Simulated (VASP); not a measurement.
## Pb: relaxation of cell and atoms with PBE

Pb:

```
Pb
1.0
    -1.92568    1.92568    1.92568
     1.92568   -1.92568    1.92568
     1.92568    1.92568   -1.92568
Pb
1
Direct
  0.00000 0.00000 0.00000
```

```
Program                : VASP 6.6.1
Task                   : relaxation of cell and atoms
Functional             : PBE
Potentials or basis    : VASP PAW PBE potentials, release 64 (Pb_d)
Cutoff                 : 600 eV
k mesh                 : 13 × 13 × 13
Occupations            : fermi-dirac, width 0.05 eV
Spin                   : no spin polarisation
Dipole correction      : no
Further INCAR settings : ALGO = Normal; EDIFF = 1e-06; IBRION = 2; EDIFFG = -0.005; NSW = 100; ISIF = 3
```

* Relaxed volume: 31.87 Å³/atom
* Relaxed cell: a = 3.459 Å, b = 3.459 Å, c = 3.459 Å, α = 109.47°, β = 109.47°, γ = 109.47°
* Space group after relaxing (to 0.05 Å): Im-3m (No. 229)
* Energy gained by relaxing: 51.9 meV/atom
* Ionic steps: 5
* Pressure after relaxing: 0.0 GPa
* Band gap on the k mesh: zero (band 7 reaches 13.95 eV, above the bottom of band 8 at 4.93 eV)

The path:
| step | energy change (eV) | largest force (eV/Å) | pressure (GPa) | volume (Å³) |
| --- | --- | --- | --- | --- |
| 1 | 0.0000 | 0.0000 | 5.59 | 28.56 |
| 2 | -0.0482 | 0.0000 | -1.15 | 32.89 |
| 3 | -0.0519 | 0.0000 | 0.03 | 31.85 |
| 4 | -0.0519 | 0.0000 | -0.05 | 31.92 |
| 5 | -0.0519 | 0.0000 | 0.00 | 31.87 |

Final structure:
```
Pb
1.0
    -1.99731    1.99731    1.99731
     1.99731   -1.99731    1.99731
     1.99731    1.99731   -1.99731
Pb
1
Cartesian
  1.9973 1.9973 -1.9973
```

Levels at points of the mesh, in eV from the Fermi level:
```tsv
k point	band 3	band 4	band 5	band 6	band 7	band 8	band 9	band 10	band 11
(0.00, 0.00, 0.00)	-17.11	-16.90	-16.90	-11.45	7.19	7.19	7.19	11.01	11.01
```

Wall time 36 s on 1 thread of Intel(R) Xeon(R) 6975P-C (Granite Rapids), on a shared host, peak memory 0.18 GiB.

Caveat: spin-orbit coupling is left out, which moves the levels of the heavy elements.
